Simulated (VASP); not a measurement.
Here is a VASP 6.6.1 calculation.

Contents of INCAR:

```
SYSTEM = GaP
  PREC = Accurate
  ENCUT = 520
  EDIFF = 1E-6
  ISMEAR = -1
  SIGMA = 0.05
  LREAL = .False.
  LASPH = .True.
  NELM = 100
  ALGO = Normal
  ISIF = 2
  LWAVE = .False.
  LCHARG = .True.
  GGA = CA
  LELF = .True.
  LVHAR = .True.
  NBANDS = 16
```

Contents of KPOINTS:

```
Automatic mesh
0
Gamma
  10 10 10
  0 0 0
```

The input POSCAR:

```
GaP
1.0
    0.0000000000      2.6884177822      2.6884177822
    2.6884177822      0.0000000000      2.6884177822
    2.6884177822      2.6884177822      0.0000000000
Ga P
1 1
Direct
    0.0000000000      0.0000000000      0.0000000000
    0.7500000000      0.7500000000      0.7500000000
```

Potentials or basis: VASP PAW LDA potentials, release 64 (Ga_d, P).

Run with:

```console
$ cat potpaw_LDA.64/Ga_d/POTCAR potpaw_LDA.64/P/POTCAR > POTCAR
$ mpirun -np 1 vasp_std > vasp.out
```

**Question.** Predict the band gap on the k mesh.

**Answer.** 1.39 eV, indirect (least direct gap 1.98 eV).

**Question.** Predict the pressure.

**Answer.** 0.8 GPa.

 A k mesh can miss the band edges.
